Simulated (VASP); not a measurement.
# C (Fd-3m) in VASP: settings compared

C is run at these levels: LDA, PBE; tasks: single point.

Program: VASP 6.6.1. These are calculated values, not measurements. Logs are shortened: lines on timing, memory, paths and dates and some standing lists are left out, and cuts for length are marked.

**1. The cell of the first run**

The structure is cubic, space group Fd-3m (No. 227). Conventional cell: a = 3.560 Å, b = 3.560 Å, c = 3.560 Å, α = 90.00°, β = 90.00°, γ = 90.00°. C (site symmetry -43m) has 4 C at 1.54 Å within 2.1 Å.

**2. Single point, LDA**

File INCAR:

```
PREC     = Accurate       # precision mode
ENCUT    = 520            # plane-wave cutoff, eV
EDIFF    = 1E-6           # SCF threshold, eV
ISMEAR   = 0              # smearing method
SIGMA    = 0.01           # smearing width, eV
LREAL    = F              # projectors in reciprocal space
LASPH    = T              # aspherical terms in the spheres
NELM     = 80             # most SCF steps
ALGO     = Normal         # electronic algorithm
ISIF     = 2              # what is computed and relaxed
LWAVE    = F              # write WAVECAR
LCHARG   = F              # write CHGCAR
GGA      = CA             # functional
NBANDS   = 11             # bands
```

File KPOINTS:

```
Automatic mesh
0
Gamma
  4 4 4
```

File POSCAR:

```
C
1.0
    0.0000000000      1.7801241411      1.7801241411
    1.7801241411      0.0000000000      1.7801241411
    1.7801241411      1.7801241411      0.0000000000
C
2
Direct
    0.0000000000      0.0000000000      0.0000000000
    0.2500000000      0.2500000000      0.2500000000
```

Potentials or basis: VASP PAW LDA potentials, release 64 (C).

Command:

```sh
$ cat potpaw_LDA.64/C/POTCAR > POTCAR
$ mpirun -np 1 vasp_std > vasp.out
```

OUTCAR:

```text
PREC = Accurate
   ENCUT = 520
   EDIFF = 1E-6
   ISMEAR = 0
   LREAL = F
   LASPH = T
   NELM = 80
   ISIF = 2
   GGA = CA

 ion  position               nearest neighbor table
   1  0.000  0.000  0.000-   2 1.54   2 1.54   2 1.54   2 1.54
   2  0.250  0.250  0.250-   1 1.54   1 1.54   1 1.54   1 1.54

  LATTYP: Found a face centered cubic cell.
 ALAT       =     3.5602482822

  Lattice vectors:

 A1 = (   0.0000000000,   1.7801241411,   1.7801241411)
 A2 = (   1.7801241411,   0.0000000000,   1.7801241411)
 A3 = (   1.7801241411,   1.7801241411,   0.0000000000)

Analysis of symmetry for initial positions (statically):
=====================================================================
 Subroutine PRICEL returns:
 Original cell was already a primitive cell.

 Routine SETGRP: Setting up the symmetry group for a
 face centered cubic supercell.

 Subroutine GETGRP returns: Found 48 space group operations
 (whereof 24 operations were pure point group operations)
 out of a pool of 48 trial point group operations.

The static configuration has the point symmetry T_d .
 The point group associated with its full space group is O_h .

Analysis of symmetry for dynamics (positions and initial velocities):
=====================================================================
 Subroutine PRICEL returns:
 Original cell was already a primitive cell.

 Routine SETGRP: Setting up the symmetry group for a
 face centered cubic supercell.

 Subroutine GETGRP returns: Found 48 space group operations
 (whereof 24 operations were pure point group operations)
 out of a pool of 48 trial point group operations.

The dynamic configuration has the point symmetry T_d .
 The point group associated with its full space group is O_h .

 Subroutine INISYM returns: Found 48 space group operations
 (whereof 24 operations are pure point group operations),
 and found     1 'primitive' translations

----------------------------------------------------------------------------------------

                                     Primitive cell

  volume of cell :      11.2819

  direct lattice vectors                    reciprocal lattice vectors
     0.000000000  1.780124141  1.780124141    -0.280879287  0.280879287  0.280879287
     1.780124141  0.000000000  1.780124141     0.280879287 -0.280879287  0.280879287
     1.780124141  1.780124141  0.000000000     0.280879287  0.280879287 -0.280879287

  length of vectors
     2.517475703  2.517475703  2.517475703     0.486497196  0.486497196  0.486497196

  position of ions in fractional coordinates (direct lattice)
     0.000000000  0.000000000  0.000000000
     0.250000000  0.250000000  0.250000000

  ion indices of the primitive-cell ions
   primitive index   ion index
                 1           1
                 2           2

----------------------------------------------------------------------------------------

 KPOINTS: Automatic mesh

Automatic generation of k-mesh.
 Grid dimensions read from file:
 generate k-points for:    4    4    4

 Generating k-lattice:

  Cartesian coordinates                     Fractional coordinates (reciprocal lattice)
    -0.070219822  0.070219822  0.070219822     0.250000000  0.000000000  0.000000000
     0.070219822 -0.070219822  0.070219822     0.000000000  0.250000000  0.000000000
     0.070219822  0.070219822 -0.070219822     0.000000000  0.000000000  0.250000000

  Length of vectors
     0.121624299  0.121624299  0.121624299

  Shift w.r.t. Gamma in fractional coordinates (k-lattice)
     0.000000000  0.000000000  0.000000000

 Subroutine IBZKPT returns following result:
 ===========================================

 Found      8 irreducible k-points:

 Following reciprocal coordinates:
            Coordinates               Weight
  0.000000  0.000000  0.000000      1.000000
  0.250000  0.000000  0.000000      8.000000
  0.500000  0.000000  0.000000      4.000000
  0.250000  0.250000  0.000000      6.000000
  0.500000  0.250000  0.000000     24.000000
 -0.250000  0.250000  0.000000     12.000000
  0.500000  0.500000  0.000000      3.000000
 -0.250000  0.500000  0.250000      6.000000
   k-points           NKPTS =      8   k-points in BZ     NKDIM =      8   number of bands    NBANDS=     11
   number of dos      NEDOS =    301   number of ions     NIONS =      2
   total plane-waves  NPLWV =   8000
   dimension x,y,z NGX =    20 NGY =   20 NGZ =   20
   dimension x,y,z NGXF=    40 NGYF=   40 NGZF=   40
   ions per type =               2
   NGX,Y,Z   is equivalent  to a cutoff of  13.21, 13.21, 13.21 a.u.
   NGXF,Y,Z  is equivalent  to a cutoff of  26.41, 26.41, 26.41 a.u.
 SYSTEM =  unknown system
   PREC   = accura    normal or accurate (medium, high low for compatibility)
   ISTART =      0    job   : 0-new  1-cont  2-samecut
   ICHARG =      2    charge: 1-file 2-atom 10-const
   ISPIN  =      1    spin polarized calculation?
   LNONCOLLINEAR =      F non collinear calculations
   LSORBIT =      F    spin-orbit coupling
   LASPH  =      T    aspherical Exc in radial PAW
   ENCUT  =  520.0 eV  38.22 Ry    6.18 a.u.   4.68  4.68  4.68*2*pi/ulx,y,z
   NELM   =     80;   NELMIN=  2; NELMDL= -5     # of ELM steps
   EDIFF  = 0.1E-05   stopping-criterion for ELM
   LREAL  =      F    real-space projection
   EDIFFG = 0.1E-04   stopping-criterion for IOM
   NSW    =      0    number of steps for IOM
   IBRION =     -1    ionic relax: 0-MD 1-quasi-New 2-CG
   NFREE  =      0    steps in history (QN), initial steepest desc. (CG)
   ISIF   =      2    stress and relaxation
   ISYM   =      2    0-nonsym 1-usesym 2-fastsym
   POTIM  = 0.5000    time-step for ionic-motion
   TEBEG  =    0.0;   TEEND  =   0.0 temperature during run
   PSTRESS=    0.0 pullay stress
   NELECT =       8.0000    total number of electrons
   NUPDOWN=      -1.0000    fix difference up-down
   EMIN   =  10.00;   EMAX   =-10.00  energy-range for DOS
   EFERMI =   0.00;   METHOD = LEGACY
   ISMEAR =     0;   SIGMA  =   0.01  broadening in eV -4-tet -1-fermi 0-gaus
   EFERMI_NEDOS =   21; number of points for ismear=-14 and -15
   IALGO  =     38    algorithm
   IMIX   =      4    mixing-type and parameters
     AMIX     =   0.40;   BMIX     =  1.00
     AMIX_MAG =   1.60;   BMIX_MAG =  1.00
  volume/ion in A,a.u.               =       5.64        38.07
  Fermi-wavevector in a.u.,A,eV,Ry     =   1.459860  2.758735 28.996616  2.131191
  Thomas-Fermi vector in A             =   2.576377
   LORBIT       =      0    0 simple, 1 ext, 2 COOP (PROOUT), +10 PAW based schemes
   GGA     = CA    functional components
   LHFCALC =     F    Hartree Fock is set to
   AEXX    =    0.0000 exact exchange contribution
   IVDW    =     0    specifies the selected vdW correction
   LEPSILON=     F    determine dielectric tensor
   LRPA    =     F    only Hartree local field effects (RPA)
 non-spin polarized calculation
 Gauss-broadening in eV      SIGMA  =   0.01
  energy-cutoff  :      520.00
  volume of cell :       11.28
 maximum number of plane-waves:       308
 NGX is ok and might be reduce to    20
   NGX =  9   NGY =  9   NGZ =  9

 number of electron       7.9999999 magnetization

 Free energy of the ion-electron system (eV)
  ---------------------------------------------------
  ext. energy  EPLUGINS =         0.00000000
  ---------------------------------------------------
  free energy    TOTEN  =       -20.10790792 eV

  energy without entropy =      -20.10790792  energy(sigma->0) =      -20.10790792

 E-fermi :   9.9827     XC(G=0): -13.5183

 val. band max:        9.8364211052   @ k =   0.0000   0.0000   0.0000
 cond. band min:      14.2489867940   @ k =   0.2500   0.2500   0.0000
 fundamental gap:      4.4125656888
 Fermi energy:         9.9827263117

 k-point     1 :       0.0000    0.0000    0.0000
  band No.  band energies     occupation
      1     -11.5708      2.00000
      2       9.8364      2.00000
      3       9.8364      2.00000
      4       9.8364      2.00000
      5      15.3850      0.00000
      6      15.3850      0.00000
      7      15.3850      0.00000
      8      23.5152      0.00000
      9      28.8852      0.00000
     10      36.5026      0.00000
     11      36.5026      0.00000

 k-point     2 :       0.2500    0.0000    0.0000
  band No.  band energies     occupation
      1      -9.8484      2.00000
      2       3.2679      2.00000
      3       8.0849      2.00000
      4       8.0849      2.00000
      5      17.5793      0.00000
      6      17.5793      0.00000
      7      18.0727      0.00000
      8      24.5087      0.00000
      9      30.2838      0.00000
     10      32.1685      0.00000
     11      32.1685      0.00000

 k-point     3 :       0.5000    0.0000    0.0000
  band No.  band energies     occupation
      1      -5.6922      2.00000
      2      -3.5979      2.00000
      3       7.0307      2.00000
      4       7.0307      2.00000
      5      18.2310      0.00000
      6      18.2310      0.00000
      7      18.9151      0.00000
      8      25.2761      0.00000
      9      31.4270      0.00000
     10      33.8432      0.00000
     11      35.6497      0.00000

 k-point     4 :       0.2500    0.2500    0.0000
  band No.  band energies     occupation
      1      -9.2777      2.00000
      2       5.4269      2.00000
      3       5.6909      2.00000
      4       5.6909      2.00000
      5      14.2490      0.00000
      6      20.0340      0.00000
      7      21.3704      0.00000
      8      21.3704      0.00000
      9      30.0304      0.00000
     10      31.7078      0.00000
     11      39.4388      0.00000

 k-point     5 :       0.5000    0.2500    0.0000
  band No.  band energies     occupation
      1      -5.5060      2.00000
      2      -0.9083      2.00000
      3       3.1011      2.00000
      4       4.9358      2.00000
      5      15.8558      0.00000
      6      21.1884      0.00000
      7      22.5812      0.00000
      8      23.2001      0.00000
      9      29.9170      0.00000
     10      33.2412      0.00000
     11      37.2716      0.00000

 k-point     6 :      -0.2500    0.2500    0.0000
  band No.  band energies     occupation
      1      -7.0780      2.00000
      2       1.2148      2.00000
      3       2.1884      2.00000
      4       6.8142      2.00000
      5      17.7257      0.00000
      6      19.7965      0.00000
      7      22.1632      0.00000
      8      23.7969      0.00000
      9      29.2035      0.00000
     10      30.5056      0.00000
     11      34.3597      0.00000

 k-point     7 :       0.5000    0.5000    0.0000
  band No.  band energies     occupation
      1      -2.8201      2.00000
      2      -2.8201      2.00000
      3       3.5052      2.00000
      4       3.5052      2.00000
      5      14.5322      0.00000
      6      14.5322      0.00000
      7      26.5502      0.00000
      8      26.5502      0.00000
      9      32.8630      0.00000
     10      32.8630      0.00000
     11      42.0561      0.00000

 k-point     8 :      -0.2500    0.5000    0.2500
  band No.  band energies     occupation
      1      -1.9753      2.00000
      2      -1.9753      2.00000
      3       1.4169      2.00000
      4       1.4169      2.00000
      5      20.2881      0.00000
      6      20.2881      0.00000
      7      22.2372      0.00000
      8      22.2372      0.00000
      9      30.9610      0.00000
     10      30.9610      0.00000
     11      40.1115      0.00000

------------------------ aborting loop because EDIFF is reached ----------------------------------------

  FORCE on cell =-STRESS in cart. coord.  units (eV):
  Direction    XX          YY          ZZ          XY          YZ          ZX
  --------------------------------------------------------------------------------------
  -------------------------------------------------------------------------------------
  Total       -0.5808972     -0.5808972     -0.5808972     -0.0000000      0.0000000     -0.0000000
  in kB      -82.4952545    -82.4952545    -82.4952545     -0.0000000      0.0000000     -0.0000000
  external PRESSURE =     -82.4952545 kB  Pullay stress =       0.0000000 kB

 VOLUME and BASIS-vectors are now :
 -----------------------------------------------------------------------------
  energy-cutoff  :      520.00
  volume of cell :       11.28
      direct lattice vectors                 reciprocal lattice vectors
     0.000000000  1.780124141  1.780124141    -0.280879287  0.280879287  0.280879287
     1.780124141  0.000000000  1.780124141     0.280879287 -0.280879287  0.280879287
     1.780124141  1.780124141  0.000000000     0.280879287  0.280879287 -0.280879287

 POSITION                                       TOTAL-FORCE (eV/Angst)
 -----------------------------------------------------------------------------------
      0.00000      0.00000      0.00000         0.000000      0.000000      0.000000
      0.89006      0.89006      0.89006        -0.000000     -0.000000     -0.000000
 -----------------------------------------------------------------------------------
    total drift:                                0.000000      0.000000      0.000000

  FREE ENERGIE OF THE ION-ELECTRON SYSTEM (eV)
  ---------------------------------------------------
  free  energy   TOTEN  =       -20.1079079165 eV

  energy  without entropy=      -20.1079079165  energy(sigma->0) =      -20.10790792
```

Wall time 2.6 s (1 thread of Intel Xeon 8259CL, shared host); peak memory 0.11 GiB.

Results:

```
Free energy            : -20.1079 eV
Pressure               : -8.2 GPa
Band gap on the k mesh : 4.41 eV, indirect (least direct gap 5.55 eV)
```

Levels at points of the mesh, in eV from the valence-band top:
```csv
k point,band 1,band 2,band 3,band 4,band 5,band 6,band 7,band 8
"(0.00, 0.00, 0.00)",-21.41,0.00,0.00,0.00,5.55,5.55,5.55,13.68
"(0.50, 0.00, 0.00)",-15.53,-13.43,-2.81,-2.81,8.39,8.39,9.08,15.44
"(0.50, 0.50, 0.00)",-12.66,-12.66,-6.33,-6.33,4.70,4.70,16.71,16.71
```

Caveat: the k points lie up to 0.76 Å⁻¹ apart. A k mesh can miss the band edges.

(Part 1 of 2 ends here.)
